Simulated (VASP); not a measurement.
# SnSe (Pnma) in VASP: a series of runs

Runs on SnSe. Level: PBE+D3(BJ). Tasks: single point.

All numbers are computed with VASP 6.6.1; they aren't measurements. Logs are shortened: lines on timing, memory, paths and dates and some standing lists are left out, and cuts for length are marked.

**Measured values to compare with.**

From “Linear dichroism of the optical properties of SnS and SnSe van der Waals crystals”, 2024, arxiv:2409.17412, for a bulk crystal of SnSe: band gap 0.99 eV (indirect) at 20 K; band gap 0.89 eV (indirect) at 300 K.

The runs below are set against these values where they give the same quantity.

### Step 1. The cell of the first run

Symmetry: Pnma, No. 62, orthorhombic system. Conventional cell: a = 11.488 Å, b = 4.170 Å, c = 4.386 Å, α = 90.00°, β = 90.00°, γ = 90.00°. Within 3.6 Å of Sn (site symmetry m) lie 6 Se at 2.77 to 3.43 Å and 2 Sn at 3.52 Å. Se (site symmetry m) has 6 Sn at 2.77 to 3.43 Å within 3.6 Å.

### Step 2. Single point, PBE+D3(BJ)

Contents of INCAR:

```
SYSTEM = SnSe
PREC = Accurate
ENCUT = 520
EDIFF = 1E-6
ISMEAR = 0
SIGMA = 0.02
LREAL = .False.
LASPH = .True.
NELM = 100
ALGO = Normal
ISIF = 2
LWAVE = .False.
LCHARG = .False.
GGA = PE
IVDW = 12
NBANDS = 50
```

Contents of KPOINTS:

```
regular mesh
0
Gamma
  4 6 6
  0 0 0
```

Contents of POSCAR:

```
SnSe
1.0
   11.4880967950      0.0000000000      0.0000000000
    0.0000000000      4.1704104780      0.0000000000
    0.0000000000      0.0000000000      4.3856627967
Sn Se
4 4
Direct
    0.1179775690      0.2500000000      0.0950664785
    0.3820224310      0.7500000000      0.5950664785
    0.6179775690      0.2500000000      0.4049335215
    0.8820224310      0.7500000000      0.9049335215
    0.3571072055      0.2500000000      0.0222476383
    0.1428927945      0.7500000000      0.5222476383
    0.8571072055      0.2500000000      0.4777523617
    0.6428927945      0.7500000000      0.9777523617
```

Potentials or basis: VASP PAW PBE potentials, release 64 (Sn_d, Se).

Started as:

```
> cat potpaw_PBE.64/Sn_d/POTCAR potpaw_PBE.64/Se/POTCAR > POTCAR
> mpirun -np 1 vasp_std > vasp.out
```

OUTCAR:

```text
SYSTEM = SnSe
   PREC = Accurate
   ENCUT = 520
   EDIFF = 1E-6
   ISMEAR = 0
   LREAL = .False.
   LASPH = .True.
   NELM = 100
   ISIF = 2
   GGA = PE
   IVDW = 12
 IVDW          = 12

 ion  position               nearest neighbor table
   1  0.118  0.250  0.095-   5 2.77   6 2.82   6 2.82   4 3.52   4 3.52
   2  0.382  0.750  0.595-   6 2.77   5 2.82   5 2.82   3 3.52   3 3.52
   3  0.618  0.250  0.405-   7 2.77   8 2.82   8 2.82   2 3.52   2 3.52
   4  0.882  0.750  0.905-   8 2.77   7 2.82   7 2.82   1 3.52   1 3.52
   5  0.357  0.250  0.022-   1 2.77   2 2.82   2 2.82
   6  0.143  0.750  0.522-   2 2.77   1 2.82   1 2.82
   7  0.857  0.250  0.478-   3 2.77   4 2.82   4 2.82
   8  0.643  0.750  0.978-   4 2.77   3 2.82   3 2.82

  LATTYP: Found a simple orthorhombic cell.
 ALAT       =     4.1704104780
 B/A-ratio  =     1.0516141804
 C/A-ratio  =     2.7546681209

  Lattice vectors:

 A1 = (   0.0000000000,   4.1704104780,   0.0000000000)
 A2 = (   0.0000000000,   0.0000000000,   4.3856627967)
 A3 = (  11.4880967950,   0.0000000000,   0.0000000000)

Analysis of symmetry for initial positions (statically):
=====================================================================
 Subroutine PRICEL returns:
 Original cell was already a primitive cell.

 Routine SETGRP: Setting up the symmetry group for a
 simple orthorhombic supercell.

 Subroutine GETGRP returns: Found  8 space group operations
 (whereof  2 operations were pure point group operations)
 out of a pool of  8 trial point group operations.

The static configuration has the point symmetry S_2 .
 The point group associated with its full space group is D_2h.

Analysis of symmetry for dynamics (positions and initial velocities):
=====================================================================
 Subroutine PRICEL returns:
 Original cell was already a primitive cell.

 Routine SETGRP: Setting up the symmetry group for a
 simple orthorhombic supercell.

 Subroutine GETGRP returns: Found  8 space group operations
 (whereof  2 operations were pure point group operations)
 out of a pool of  8 trial point group operations.

The dynamic configuration has the point symmetry S_2 .
 The point group associated with its full space group is D_2h.

 Subroutine INISYM returns: Found  8 space group operations
 (whereof  2 operations are pure point group operations),
 and found     1 'primitive' translations

----------------------------------------------------------------------------------------

                                     Primitive cell

  volume of cell :     210.1175

  direct lattice vectors                    reciprocal lattice vectors
    11.488096795  0.000000000  0.000000000     0.087046620  0.000000000  0.000000000
     0.000000000  4.170410478  0.000000000     0.000000000  0.239784550  0.000000000
     0.000000000  0.000000000  4.385662797     0.000000000  0.000000000  0.228015706

  length of vectors
    11.488096795  4.170410478  4.385662797     0.087046620  0.239784550  0.228015706

  position of ions in fractional coordinates (direct lattice)
     0.117977569  0.250000000  0.095066479
     0.382022431  0.750000000  0.595066479
     0.617977569  0.250000000  0.404933521
     0.882022431  0.750000000  0.904933521
     0.357107206  0.250000000  0.022247638
     0.142892794  0.750000000  0.522247638
     0.857107206  0.250000000  0.477752362
     0.642892794  0.750000000  0.977752362

  ion indices of the primitive-cell ions
   primitive index   ion index
                 1           1
                 2           2
                 3           3
                 4           4
                 5           5
                 6           6
                 7           7
                 8           8

----------------------------------------------------------------------------------------

 KPOINTS: regular mesh

Automatic generation of k-mesh.
 Grid dimensions read from file:
 generate k-points for:    4    6    6

 Generating k-lattice:

  Cartesian coordinates                     Fractional coordinates (reciprocal lattice)
     0.021761655  0.000000000  0.000000000     0.250000000  0.000000000  0.000000000
     0.000000000  0.039964092  0.000000000     0.000000000  0.166666667  0.000000000
     0.000000000  0.000000000  0.038002618     0.000000000  0.000000000  0.166666667

  Length of vectors
     0.021761655  0.039964092  0.038002618

  Shift w.r.t. Gamma in fractional coordinates (k-lattice)
     0.000000000  0.000000000  0.000000000

 Subroutine IBZKPT returns following result:
 ===========================================

 Found     48 irreducible k-points:

 Following reciprocal coordinates:
            Coordinates               Weight
  0.000000  0.000000  0.000000      1.000000
  0.250000  0.000000  0.000000      2.000000
  0.500000  0.000000  0.000000      1.000000
  0.000000  0.166667  0.000000      2.000000
  0.250000  0.166667  0.000000      4.000000
  0.500000  0.166667  0.000000      2.000000
[... 16 lines left out ...]
  0.250000  0.500000  0.166667      4.000000
  0.500000  0.500000  0.166667      2.000000
 [... further k-points ...]
   k-points           NKPTS =     48   k-points in BZ     NKDIM =     48   number of bands    NBANDS=     50
   number of dos      NEDOS =    301   number of ions     NIONS =      8
   total plane-waves  NPLWV = 103680
   dimension x,y,z NGX =    90 NGY =   32 NGZ =   36
   dimension x,y,z NGXF=   180 NGYF=   64 NGZF=   72
   ions per type =               4   4
   NGX,Y,Z   is equivalent  to a cutoff of  13.02, 12.76, 13.65 a.u.
   NGXF,Y,Z  is equivalent  to a cutoff of  26.05, 25.51, 27.29 a.u.
 SYSTEM =  SnSe
   PREC   = accura    normal or accurate (medium, high low for compatibility)
   ISTART =      0    job   : 0-new  1-cont  2-samecut
   ICHARG =      2    charge: 1-file 2-atom 10-const
   ISPIN  =      1    spin polarized calculation?
   LNONCOLLINEAR =      F non collinear calculations
   LSORBIT =      F    spin-orbit coupling
   LASPH  =      T    aspherical Exc in radial PAW
   ENCUT  =  520.0 eV  38.22 Ry    6.18 a.u.  21.36  7.75  8.15*2*pi/ulx,y,z
   NELM   =    100;   NELMIN=  2; NELMDL= -5     # of ELM steps
   EDIFF  = 0.1E-05   stopping-criterion for ELM
   LREAL  =      F    real-space projection
   EDIFFG = 0.1E-04   stopping-criterion for IOM
   NSW    =      0    number of steps for IOM
   IBRION =     -1    ionic relax: 0-MD 1-quasi-New 2-CG
   NFREE  =      0    steps in history (QN), initial steepest desc. (CG)
   ISIF   =      2    stress and relaxation
   ISYM   =      2    0-nonsym 1-usesym 2-fastsym
   POTIM  = 0.5000    time-step for ionic-motion
   TEBEG  =    0.0;   TEEND  =   0.0 temperature during run
   PSTRESS=    0.0 pullay stress
   NELECT =      80.0000    total number of electrons
   NUPDOWN=      -1.0000    fix difference up-down
   EMIN   =  10.00;   EMAX   =-10.00  energy-range for DOS
   EFERMI =   0.00;   METHOD = LEGACY
   ISMEAR =     0;   SIGMA  =   0.02  broadening in eV -4-tet -1-fermi 0-gaus
   EFERMI_NEDOS =   21; number of points for ismear=-14 and -15
   IALGO  =     38    algorithm
   IMIX   =      4    mixing-type and parameters
     AMIX     =   0.40;   BMIX     =  1.00
     AMIX_MAG =   1.60;   BMIX_MAG =  1.00
  volume/ion in A,a.u.               =      26.26       177.24
  Fermi-wavevector in a.u.,A,eV,Ry     =   1.186545  2.242244 19.155485  1.407888
  Thomas-Fermi vector in A             =   2.322715
   LORBIT       =      0    0 simple, 1 ext, 2 COOP (PROOUT), +10 PAW based schemes
   GGA     = PE    functional components
   LHFCALC =     F    Hartree Fock is set to
   AEXX    =    0.0000 exact exchange contribution
   IVDW    =    12    specifies the selected vdW correction
   LEPSILON=     F    determine dielectric tensor
   LRPA    =     F    only Hartree local field effects (RPA)
 non-spin polarized calculation
 Gauss-broadening in eV      SIGMA  =   0.02
  energy-cutoff  :      520.00
  volume of cell :      210.12
 maximum number of plane-waves:      5682
 NGX is ok and might be reduce to    90
   NGX = 43   NGY = 15   NGZ = 17

 number of electron      79.9999979 magnetization

 Free energy of the ion-electron system (eV)
  ---------------------------------------------------
  ext. energy  EPLUGINS =         0.00000000
  ---------------------------------------------------
  free energy    TOTEN  =       -32.78595412 eV

  energy without entropy =      -32.78595412  energy(sigma->0) =      -32.78595412

 E-fermi :   5.8007     XC(G=0):  -9.7893

 val. band max:        5.6636679271   @ k =   0.0000   0.0000   0.3333
 cond. band min:       6.1191749955   @ k =   0.0000   0.3333   0.0000
 fundamental gap:      0.4555070684
 Fermi energy:         5.8007114822

 k-point     1 :       0.0000    0.0000    0.0000
  band No.  band energies     occupation
      1     -15.7422      2.00000
      2     -15.7299      2.00000
      3     -15.7278      2.00000
      4     -15.7248      2.00000
      5     -15.7234      2.00000
      6     -15.7199      2.00000
[... 42 lines left out ...]
     49      10.2678      0.00000
     50      10.4084      0.00000

 k-point     2 :       0.2500    0.0000    0.0000
  band No.  band energies     occupation
      1     -15.7406      2.00000
      2     -15.7316      2.00000
      3     -15.7283      2.00000
      4     -15.7255      2.00000
      5     -15.7231      2.00000
      6     -15.7208      2.00000
[... 42 lines left out ...]
     49      10.4449      0.00000
     50      10.5758      0.00000

 k-point     3 :       0.5000    0.0000    0.0000
  band No.  band energies     occupation
      1     -15.7365      2.00000
      2     -15.7365      2.00000
      3     -15.7271      2.00000
      4     -15.7271      2.00000
      5     -15.7222      2.00000
      6     -15.7222      2.00000
[... 1102 lines left out ...]
     49       9.7417      0.00000
     50       9.7438      0.00000

 k-point    24 :       0.5000    0.5000    0.1667
  band No.  band energies     occupation
      1     -15.7349      2.00000
      2     -15.7349      2.00000
      3     -15.7349      2.00000
      4     -15.7349      2.00000
      5     -15.7162      2.00000
      6     -15.7162      2.00000
[... 42 lines left out ...]
     49       9.7336      0.00000
     50       9.7336      0.00000

 [... further k-points ...]

------------------------ aborting loop because EDIFF is reached ----------------------------------------

 Edisp (eV)   -2.94577

 E8    (eV) :    -1.3289

  FORCE on cell =-STRESS in cart. coord.  units (eV):
  Direction    XX          YY          ZZ          XY          YZ          ZX
  --------------------------------------------------------------------------------------
  -------------------------------------------------------------------------------------
  Total       0.10223     0.02582     0.01811     0.00000     0.00000     0.00000
  in kB       0.77954     0.19686     0.13808     0.00000     0.00000     0.00000
  external pressure =        0.37 kB  Pullay stress =        0.00 kB

 VOLUME and BASIS-vectors are now :
 -----------------------------------------------------------------------------
  energy-cutoff  :      520.00
  volume of cell :      210.12
      direct lattice vectors                 reciprocal lattice vectors
    11.488096795  0.000000000  0.000000000     0.087046620  0.000000000  0.000000000
     0.000000000  4.170410478  0.000000000     0.000000000  0.239784550  0.000000000
     0.000000000  0.000000000  4.385662797     0.000000000  0.000000000  0.228015706

 POSITION                                       TOTAL-FORCE (eV/Angst)
 -----------------------------------------------------------------------------------
      1.35534      1.04260      0.41693        -0.013843      0.000000     -0.006588
      4.38871      3.12781      2.60976         0.013843     -0.000000     -0.006588
      7.09939      1.04260      1.77590        -0.013843      0.000000      0.006588
     10.13276      3.12781      3.96873         0.013843     -0.000000      0.006588
      4.10248      1.04260      0.09757         0.011508     -0.000000      0.007741
      1.64157      3.12781      2.29040        -0.011508      0.000000      0.007741
      9.84653      1.04260      2.09526         0.011508     -0.000000     -0.007741
      7.38561      3.12781      4.28809        -0.011508     -0.000000     -0.007741
 -----------------------------------------------------------------------------------
    total drift:                                0.000000      0.000000     -0.000000

  FREE ENERGIE OF THE ION-ELECTRON SYSTEM (eV)
  ---------------------------------------------------
  free  energy   TOTEN  =       -35.7317193409 eV

  energy  without entropy=      -35.7317193409  energy(sigma->0) =      -35.73171934
```

Run time: 4.9 min. Hardware: 1 thread of AMD EPYC 9R45 (Zen 5), shared host; peak memory 0.54 GiB.

Results:

```yaml
Free_energy: -35.7317 eV
Pressure: 0.0 GPa
Largest_force: 0.015 eV/Å
Band_gap_on_the_k_mesh: 0.46 eV, indirect (least direct gap 0.58 eV)
Dispersion_energy_per_atom: -0.368 eV
```

Forces in eV/Å, atoms in the order of the input:
```
Sn  -0.014  0.000 -0.007
Sn   0.014  0.000 -0.007
Sn  -0.014  0.000  0.007
Sn   0.014  0.000  0.007
Se   0.012  0.000  0.008
Se  -0.012  0.000  0.008
Se   0.012  0.000 -0.008
Se  -0.012  0.000 -0.008
```

Levels at points of the mesh, in eV from the valence-band top:
```tsv
k point	band 38	band 39	band 40	band 41	band 42	band 43
(0.00, 0.00, 0.00)	-1.32	-0.75	-0.60	0.54	2.93	3.10
(0.50, 0.00, 0.00)	-1.94	-0.62	-0.62	2.54	2.54	2.74
(0.00, 0.50, 0.00)	-1.02	-0.69	-0.69	0.92	0.92	1.36
(0.50, 0.50, 0.00)	-0.95	-0.95	-0.95	1.39	1.39	1.39
(0.00, 0.00, 0.50)	-0.80	-0.28	-0.28	1.20	1.20	1.44
(0.50, 0.00, 0.50)	-0.48	-0.25	-0.25	1.13	1.13	1.50
(0.00, 0.50, 0.50)	-2.38	-1.54	-1.54	2.59	2.59	3.00
(0.50, 0.50, 0.50)	-1.62	-1.62	-1.62	2.39	2.39	2.39
```

Caveat: spin-orbit coupling is left out, which moves the levels of the heavy elements.

### Step 3. Single point, PBE+D3(BJ)

Contents of INCAR:

```
SYSTEM = SnSe
PREC     = Accurate       ! precision mode
ENCUT    = 520            ! plane-wave cutoff, eV
EDIFF    = 1E-6           ! SCF threshold, eV
ISMEAR   = 0              ! smearing method
SIGMA    = 0.02           ! smearing width, eV
LREAL    = .False.        ! projectors in reciprocal space
LASPH    = .True.         ! aspherical terms in the spheres
NELM     = 100            ! most SCF steps
ALGO     = Normal         ! electronic algorithm
ISIF     = 2              ! what is computed and relaxed
LWAVE    = .False.        ! write WAVECAR
LCHARG   = .True.         ! write CHGCAR
GGA      = PE             ! functional
IVDW     = 12             ! dispersion correction
LELF     = .True.         ! ELF
LVHAR    = .True.       
NBANDS   = 50             ! bands
```

Contents of KPOINTS:

```
regular mesh
0
Gamma
  4 8 8
  0 0 0
```

Contents of POSCAR:

```
SnSe
1.0
   11.4816168764      0.0000000000      0.0000000000
    0.0000000000      4.1675106249      0.0000000000
    0.0000000000      0.0000000000      4.3863231542
Sn Se
4 4
Direct
    0.1176252652      0.2500000000      0.0953416065
    0.3823747348      0.7500000000      0.5953416065
    0.6176252652      0.2500000000      0.4046583935
    0.8823747348      0.7500000000      0.9046583935
    0.3569825007      0.2500000000      0.0230333997
    0.1430174993      0.7500000000      0.5230333997
    0.8569825007      0.2500000000      0.4769666003
    0.6430174993      0.7500000000      0.9769666003
```

Potentials or basis: VASP PAW PBE potentials, release 64 (Sn_d, Se).

Started as:

```
> cat potpaw_PBE.64/Sn_d/POTCAR potpaw_PBE.64/Se/POTCAR > POTCAR
> mpirun -np 1 vasp_std > vasp.out
```

Run time: 16 min. Hardware: 1 thread of Intel Xeon Platinum 8259CL at 2.50GHz (Skylake/Cascade Lake), shared host; peak memory 0.72 GiB.

Results (log left out):

```yaml
Free_energy: -35.7313 eV
Pressure: 0.0 GPa
Largest_force: 0.011 eV/Å
Band_gap_on_the_k_mesh: 0.56 eV, indirect (least direct gap 0.83 eV)
Dispersion_energy_per_atom: -0.369 eV
```

Forces on the atoms (eV/Å):
```
Sn  -0.009  0.000 -0.006
Sn   0.009  0.000 -0.006
Sn  -0.009  0.000  0.006
Sn   0.009  0.000  0.006
Se   0.010  0.000  0.005
Se  -0.010  0.000  0.005
Se   0.010  0.000 -0.005
Se  -0.010  0.000 -0.005
```

Levels at points of the mesh, in eV from the valence-band top:
```tsv
k point	band 38	band 39	band 40	band 41	band 42	band 43
(0.00, 0.00, 0.00)	-1.29	-0.72	-0.58	0.56	2.95	3.13
(0.50, 0.00, 0.00)	-1.91	-0.59	-0.59	2.56	2.56	2.77
(0.00, 0.50, 0.00)	-1.00	-0.67	-0.67	0.94	0.94	1.38
(0.50, 0.50, 0.00)	-0.94	-0.94	-0.94	1.41	1.41	1.41
(0.00, 0.00, 0.50)	-0.78	-0.25	-0.25	1.22	1.22	1.46
(0.50, 0.00, 0.50)	-0.45	-0.22	-0.22	1.15	1.15	1.51
(0.00, 0.50, 0.50)	-2.36	-1.51	-1.51	2.60	2.60	3.02
(0.50, 0.50, 0.50)	-1.60	-1.60	-1.60	2.40	2.40	2.40
```

Caveat: spin-orbit coupling is left out, which moves the levels of the heavy elements.

### Step 4. Against experiment

Step 2. A measured gap of SnSe is 0.99 eV (indirect; 20 K; “Linear dichroism of the optical properties of SnS and SnSe van der Waals crystals”, 2024, arxiv:2409.17412); the calculated 0.46 eV misses it by -0.53 eV. 2 values of this kind are on record (0.89 to 0.99 eV); this one was drawn at random. Spin-orbit coupling on Se, Sn is left out. The value is that of PBE+D3(BJ) on a finite k mesh, which can miss the band edges, without temperature or zero-point motion. Semilocal functionals fall short of measured gaps as a rule.

Step 3. A measured gap of SnSe is 0.89 eV (indirect; 300 K; “Linear dichroism of the optical properties of SnS and SnSe van der Waals crystals”, 2024, arxiv:2409.17412); the calculated 0.56 eV misses it by -0.33 eV. 2 values of this kind are on record (0.89 to 0.99 eV); this one was drawn at random. Spin-orbit coupling on Se, Sn is left out. The value is that of PBE+D3(BJ) on a finite k mesh, which can miss the band edges, without temperature or zero-point motion. Semilocal functionals fall short of measured gaps as a rule.
